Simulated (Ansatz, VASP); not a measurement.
**Two plane-wave programs on Mg5Te2**

Contents of INCAR:

```
SYSTEM = Mg5Te2
PREC     = Accurate       ! precision mode
ENCUT    = 600            ! plane-wave cutoff, eV
EDIFF    = 1E-6           ! SCF threshold, eV
ISMEAR   = 0              ! smearing method
SIGMA    = 0.2            ! smearing width, eV
LREAL    = .False.        ! projectors in reciprocal space
LASPH    = .True.         ! aspherical terms in the spheres
NELM     = 100            ! most SCF steps
ALGO     = Normal         ! electronic algorithm
ISIF     = 3              ! what is computed and relaxed
LWAVE    = .False.        ! write WAVECAR
LCHARG   = .False.        ! write CHGCAR
GGA      = PE             ! functional
IBRION   = 2              ! ionic algorithm
NSW      = 36             ! ionic steps
EDIFFG   = -0.08          ! ionic threshold
```

The input KPOINTS:

```
Automatic mesh
0
Gamma
  3 3 3
  0 0 0
```

Contents of POSCAR:

```
Mg5Te2
1.0
    5.1244908300      0.0000000000      0.0000000000
    0.0000000000      5.1244908300      0.0000000000
    0.0000000000      0.0000000000      6.1068856900
Mg Te
5 2
Direct
    0.7372762300      0.7372762300      0.0000000000
    0.2627237700      0.2627237700      0.0000000000
    0.2627237700      0.7372762300      0.0000000000
    0.7372762300      0.2627237700      0.0000000000
    0.5000000000      0.5000000000      0.5000000000
    0.5000000000      0.0000000000      0.5000000000
    0.0000000000      0.5000000000      0.5000000000
```

Input for Ansatz:

```yaml
crystal:
  lattice:
    - [5.12449083, 0.0, 0.0]
    - [0.0, 5.12449083, 0.0]
    - [0.0, 0.0, 6.10688569]
  atoms:
    - { symbol: Mg, position: [0.73727623, 0.73727623, 0.0] }
    - { symbol: Mg, position: [0.26272377, 0.26272377, 0.0] }
    - { symbol: Mg, position: [0.26272377, 0.73727623, 0.0] }
    - { symbol: Mg, position: [0.73727623, 0.26272377, 0.0] }
    - { symbol: Mg, position: [0.5, 0.5, 0.5] }
    - { symbol: Te, position: [0.5, 0.0, 0.5] }
    - { symbol: Te, position: [0.0, 0.5, 0.5] }
basis:
  ecutwfc: 420
kpoints:
  mp_grid: { grid: [3, 3, 3] }
hamiltonian:
  xc: pbe
scf:
  occupations: { method: gaussian, width: 0.2 }
  lower_state_search: "off"
output:
  forces: true
  stress: true
  eigenvalues: true
relax:
  adjacent_minimum: "off"
  f_tol: 0.08
  max_steps: 16
  cell: { stress_tol: 0.8 }
```

Alike in both runs: task relaxation of cell and atoms; functional PBE; k mesh 3 × 3 × 3; occupations gaussian, width 0.2 eV; no spin polarisation.

```csv
,VASP,Ansatz
version,VASP 6.6.1,Ansatz 0.2.0
potentials or method,"VASP PAW PBE potentials, release 64 (Mg, Te), cutoff 600 eV","scalar-relativistic, plane waves, PAW"
valence electrons in the cell,22,82
```

|  | VASP | Ansatz | Ansatz less VASP |
| --- | --- | --- | --- |
| gap on the k mesh at the Fermi level, each at its own relaxed structure (eV) | none | none | - |
| relaxed volume (Å³/atom) | 25.67 | 25.56 | -0.110 |
| relaxed cell length with the largest relative difference (Å) | 4.648 | 4.669 | +0.0208 |

A gap of «none» marks a metal or a gap that the smearing closes. VASP's potentials hold 22 valence electrons a cell and Ansatz's 82, so a difference there can come from the potentials and not from the codes.

The k mesh is coarse, so the values compare programs but aren't converged. Neither program's run includes spin-orbit coupling.
